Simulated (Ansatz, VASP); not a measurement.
Two plane-wave programs on TaMn2N3

The input INCAR:

```
SYSTEM = TaMn2N3
  PREC = Accurate
  ENCUT = 600
  EDIFF = 1E-7
  ISMEAR = 0
  SIGMA = 0.1
  LREAL = .FALSE.
  LASPH = .TRUE.
  NELM = 150
  ALGO = Normal
  ISIF = 3
  LWAVE = .FALSE.
  LCHARG = .FALSE.
  ISPIN = 2
  MAGMOM = 0.19 0 0 0 0 0
  LORBIT = 11
  LMAXMIX = 4
  GGA = PE
  IBRION = 2
  NSW = 90
  EDIFFG = -0.04
```

Contents of KPOINTS:

```
regular mesh
0
G
  3 3 6
  0 0 0
```

The input POSCAR:

```
TaMn2N3
1.0
    5.7725386048      0.0000000000      0.0000000000
   -2.8862693024      4.9991650761      0.0000000000
    0.0000000000      0.0000000000      2.8443951706
Ta Mn N
1 2 3
Direct
    0.0000000000      0.0000000000      0.5000000000
    0.3333333333      0.6666666667      0.5000000000
    0.6666666667      0.3333333333      0.5000000000
    0.5000000000      0.0000000000      0.5000000000
    0.0000000000      0.5000000000      0.5000000000
    0.5000000000      0.5000000000      0.5000000000
```

Input for Ansatz:

```yaml
crystal:
  lattice:
    - [5.7725386048, 0.0, 0.0]
    - [-2.8862693024, 4.9991650761, 0.0]
    - [0.0, 0.0, 2.8443951706]
  atoms:
    - { symbol: Ta, position: [0.0, 0.0, 0.5], spin: 0.19 }
    - { symbol: Mn, position: [0.3333333333, 0.6666666667, 0.5] }
    - { symbol: Mn, position: [0.6666666667, 0.3333333333, 0.5] }
    - { symbol: "N", position: [0.5, 0.0, 0.5] }
    - { symbol: "N", position: [0.0, 0.5, 0.5] }
    - { symbol: "N", position: [0.5, 0.5, 0.5] }
basis:
  ecutwfc: 420
kpoints:
  mp_grid: { grid: [3, 3, 6] }
hamiltonian:
  xc: pbe
scf:
  occupations: { method: gaussian, width: 0.1 }
  lower_state_search: "off"
output:
  forces: true
  stress: true
  eigenvalues: true
  populations: true
magnetization:
  spin_polarized: true
relax:
  adjacent_minimum: "off"
  f_tol: 0.04
  max_steps: 70
  cell: { stress_tol: 0.4 }
```

Alike in both runs: task relaxation of cell and atoms; functional PBE; k mesh 3 × 3 × 6; occupations gaussian, width 0.1 eV; collinear spin.

|  | VASP | Ansatz |
| --- | --- | --- |
| version | VASP 6.6.1 | Ansatz 0.2.0 |
| potentials or method | VASP PAW PBE potentials, release 64 (Ta_pv, Mn_pv, N), cutoff 600 eV | scalar-relativistic, plane waves, PAW |
| valence electrons in the cell | 52 | 58 |

```csv
,VASP,Ansatz,Ansatz less VASP
"gap on the k mesh at the Fermi level, each at its own relaxed structure (eV)",none,none,-
net moment per atom (μB),0.00,0.00,0.000
relaxed volume (Å³/atom),12.90,12.92,+0.020
relaxed length of the cell vector where the two differ most in proportion (Å),2.668,2.675,+0.0063
```

A gap of «none» marks a metal or a gap that the smearing closes. VASP's potentials hold 52 valence electrons a cell and Ansatz's 58, so a difference there can come from the potentials and not from the codes. Ansatz's warnings: seeded moment not kept.

The k mesh is coarse, so the values compare programs but aren't converged. Spin-orbit coupling is off throughout.
